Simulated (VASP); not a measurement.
Here is a VASP 6.6.1 calculation.

Contents of INCAR:

```
SYSTEM = BiTe
ALGO = Normal ; EDIFF = 1E-6
ENCUT = 520 ; GGA = PE
ISIF = 2 ; ISMEAR = -1
LASPH = .True. ; LCHARG = .False.
LREAL = .False. ; LWAVE = .False.
NBANDS = 18 ; NELM = 60
PREC = Accurate ; SIGMA = 0.03
```

The input KPOINTS:

```
k-points
0
Gamma
  10 10 10
  0 0 0
```

The input POSCAR:

```
BiTe
1.0
    0.0000000000      3.1695228346      3.1695228346
    3.1695228346      0.0000000000      3.1695228346
    3.1695228346      3.1695228346      0.0000000000
Bi Te
1 1
Direct
    0.0000000000      0.0000000000      0.0000000000
    0.5000000000      0.5000000000      0.5000000000
```

Potentials or basis: VASP PAW PBE potentials, release 64 (Bi_d, Te).

Command:

```bash
$ cat potpaw_PBE.64/Bi_d/POTCAR potpaw_PBE.64/Te/POTCAR > POTCAR
$ mpirun -np 1 vasp_std > vasp.out
```

**Question.** What does it give for the pressure?

**Answer.** 4.3 GPa.
